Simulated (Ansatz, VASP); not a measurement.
**Cs in VASP and in Ansatz**

INCAR

```
SYSTEM = Cs
PREC     = Accurate       ! precision mode
ENCUT    = 520            ! plane-wave cutoff, eV
EDIFF    = 1E-7           ! SCF threshold, eV
ISMEAR   = -1             ! smearing method
SIGMA    = 0.05           ! smearing width, eV
LREAL    = .False.        ! projectors in reciprocal space
LASPH    = .True.         ! aspherical terms in the spheres
NELM     = 100            ! most SCF steps
ALGO     = Fast           ! electronic algorithm
ISIF     = 2              ! what is computed and relaxed
LWAVE    = .False.        ! write WAVECAR
LCHARG   = .False.        ! write CHGCAR
GGA      = PS             ! functional
NBANDS   = 10             ! bands
```

Contents of KPOINTS:

```
Automatic mesh
0
Gamma
  6 6 6
  0 0 0
```

Contents of POSCAR:

```
Cs
1.0
   -3.2699480000      3.2071640000      3.2746200000
    3.1394770000     -3.0609420000      2.9979270000
    3.1843290000      2.9753230000     -3.1283970000
Cs
1
Direct
   -0.0002280000      0.0061190000      0.0031940000
```

The input input.yaml:

```yaml
crystal:
  lattice:
    - [-3.269948, 3.207164, 3.27462]
    - [3.139477, -3.060942, 2.997927]
    - [3.184329, 2.975323, -3.128397]
  atoms:
    - { symbol: Cs, position: [-0.000228, 0.006119, 0.003194] }
hamiltonian:
  xc: pbesol
  pseudopotentials: { kind: paw }
kpoints:
  mp_grid: { grid: [6, 6, 6] }
scf:
  occupations: { method: fermi_dirac, width: 0.05 }
output:
  forces: true
  stress: true
  eigenvalues: true
```

Change from the starting cell: cell strained at random at fixed volume.

Alike in both runs: task single point; functional PBEsol; k mesh 6 × 6 × 6; occupations fermi-dirac, width 0.05 eV; no spin polarisation.

|  | VASP | Ansatz |
| --- | --- | --- |
| version | VASP 6.6.1 | Ansatz 0.2.0 |
| potentials or method | VASP PAW PBE potentials, release 64 (Cs_sv) | Ansatz PAW |
| plane-wave cutoff (eV) | 520 | 420 |
| valence electrons in the cell | 9 | 9 |

|  | VASP | Ansatz | Ansatz less VASP |
| --- | --- | --- | --- |
| gap on the k mesh at the Fermi level (eV) | none | none | - |
| pressure (GPa) | -0.2 | -0.2 | 0.00 |

VASP's potentials were made for PBE, not for PBEsol. A gap of «none» marks a metal or a gap that the smearing closes.

Spin-orbit coupling is off throughout.
